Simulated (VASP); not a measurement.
Set up this calculation in VASP 6.6.1, as the native input.

```
Task                   : single point
Functional             : PBE
Potentials or basis    : VASP PAW PBE potentials, release 64 (Cu, O)
Cutoff                 : 520 eV
k mesh                 : 10 × 10 × 6
Occupations            : fermi-dirac, width 0.1 eV
Spin                   : no spin polarisation
Dipole correction      : no
Further INCAR settings : ALGO = Normal; EDIFF = 1e-06; NBANDS = 25
```

The structure of CuO (Tenorite) lies in POSCAR:

```
CuO
1.0
    2.3261324123     -1.6998144190      0.0000000000
    2.3261324123      1.6998144190      0.0000000000
   -0.8443249288      0.0000000000      5.0239235409
Cu O
2 2
Direct
    0.0000000000      0.5000000000      0.0000000000
    0.5000000000      0.0000000000      0.5000000000
    0.5816000000      0.4184000000      0.2500000000
    0.4184000000      0.5816000000      0.7500000000
```

One way to write it, as run:

INCAR

```
SYSTEM = CuO
PREC = Accurate ; ENCUT = 520
EDIFF = 1E-6 ; ISMEAR = -1
SIGMA = 0.1 ; LREAL = .FALSE.
LASPH = .TRUE. ; NELM = 80
ALGO = Normal ; ISIF = 2
LWAVE = .FALSE. ; LCHARG = .FALSE.
GGA = PE ; NBANDS = 25
```

KPOINTS

```
regular mesh
0
G
  10 10 6
  0 0 0
```

Potentials or basis: VASP PAW PBE potentials, release 64 (Cu, O).

Run with:

```bash
$ cat potpaw_PBE.64/Cu/POTCAR potpaw_PBE.64/O/POTCAR > POTCAR
$ mpirun -np 1 vasp_std > vasp.out
```

Results of the run:

```yaml
Pressure: 10.6 GPa
Largest_force: 0.152 eV/Å
Band_gap_on_the_k_mesh: zero (band 17 reaches 6.28 eV, above the bottom of band 18 at 5.58 eV)
```

Caveat: semilocal functionals often make such compounds metallic where correlation or magnetic order opens a gap, which also shifts bond lengths.

Run time: 86 s on 1 thread of AMD EPYC 9R45 96-Core Processor (Zen 5), on a shared host, peak memory 0.23 GiB.
